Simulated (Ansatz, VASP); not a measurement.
Two plane-wave programs on Ag

Contents of INCAR:

```
ALGO = Normal
EDIFF = 1E-6
EDIFFG = -0.01
ENCUT = 600
GGA = PS
IBRION = 2
ISIF = 3
ISMEAR = -1
LASPH = T
LCHARG = F
LREAL = F
LWAVE = F
NELM = 100
NSW = 60
PREC = Accurate
SIGMA = 0.05
```

File KPOINTS:

```
k-points
0
Gamma
  11 11 3
```

POSCAR

```
Ag
1.0
    2.8862000000      0.0000000000      0.0000000000
   -1.4431000000      2.4995225204      0.0000000000
    0.0000000000      0.0000000000     10.0000000000
Ag
4
Direct
    0.0000000000      0.0000000000      0.5000000000
    0.0000000000      0.0000000000      0.0000000000
    0.6666666667      0.3333333333      0.7500000000
    0.3333333333      0.6666666667      0.2500000000
```

The input input.yaml:

```yaml
crystal:
  lattice:
    - [2.8862, 0.0, 0.0]
    - [-1.4431, 2.4995225204, 0.0]
    - [0.0, 0.0, 10.0]
  atoms:
    - { symbol: Ag, position: [0.0, 0.0, 0.5] }
    - { symbol: Ag, position: [0.0, 0.0, 0.0] }
    - { symbol: Ag, position: [0.6666666667, 0.3333333333, 0.75] }
    - { symbol: Ag, position: [0.3333333333, 0.6666666667, 0.25] }
hamiltonian:
  xc: pbesol
  pseudopotentials: { kind: paw }
kpoints:
  mp_grid: { grid: [11, 11, 3] }
scf:
  occupations: { method: fermi_dirac, width: 0.05 }
output:
  forces: true
  stress: true
  eigenvalues: true
relax:
  f_tol: 0.01
  max_steps: 40
  cell: { stress_tol: 0.05 }
```

Alike in both runs: task relaxation of cell and atoms; functional PBEsol; k mesh 11 × 11 × 3; occupations fermi-dirac, width 0.05 eV; no spin polarisation.

```csv
,VASP,Ansatz
version,VASP 6.6.1,Ansatz 0.2.0
potentials or method,"VASP PAW PBE potentials, release 64 (Ag)",Ansatz PAW
plane-wave cutoff (eV),600,420
valence electrons in the cell,44,76
```

```csv
,VASP,Ansatz,Ansatz less VASP
"gap on the k mesh at the Fermi level, each at its own relaxed structure (eV)",none,none,-
relaxed volume (Å³/atom),16.63,16.66,+0.025
relaxed length of the cell vector where the two differ most in proportion (Å),2.850,2.853,+0.0023
```

VASP's potentials were made for PBE, not for PBEsol. A gap of «none» marks a metal or a gap that the smearing closes. VASP's potentials hold 44 valence electrons a cell and Ansatz's 76, so a difference there can come from the potentials and not from the codes.

Noted on Ansatz's run: the plane-wave basis is chosen anew once the cell has moved, so the energies of steps on either side of that aren't comparable.
